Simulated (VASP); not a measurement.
Runs of VASP 6.6.1 on Si. The structure is that of space group Fd-3m (No. 227), or close to it. The cells are those of the table. 

| cell | gap on the mesh (eV) | pressure (GPa) |
| --- | --- | --- |
| atoms relaxed from a = 3.820, b = 3.820, c = 3.829 Å, angles 59.9, 59.9, 59.8°, 2 atoms, atomic positions A | 0.43 | 0.0 |
| atoms relaxed from a = 3.820, b = 3.820, c = 3.810 Å, angles 60.1, 60.1, 60.2°, 2 atoms, atomic positions A | 0.43 | 0.0 |
| atoms relaxed from a = 3.820 Å, angles 60.0°, 2 atoms, atomic positions A | 0.45 | 0.0 |
| atoms relaxed from a = 3.839 Å, angles 60.0°, 2 atoms, atomic positions A | (a) | -1.4 |
| atoms relaxed from a = 3.801 Å, angles 60.0°, 2 atoms, atomic positions A | 0.43 | 1.6 |

Alike in all rows: level LDA; potentials or basis VASP PAW LDA potentials, release 64 (Si); no spin polarisation; k mesh 10 × 10 × 10; cutoff (eV) 520; smearing gaussian 0.01 eV.

**Question.** Estimate the missing entries.

**Answer.** (a) 0.48.

Caveats: semilocal functionals underestimate gaps, and a narrow one can read as zero; the relaxation stopped at its first step, so nothing moved (at least some runs).

A k mesh can miss the band edges.
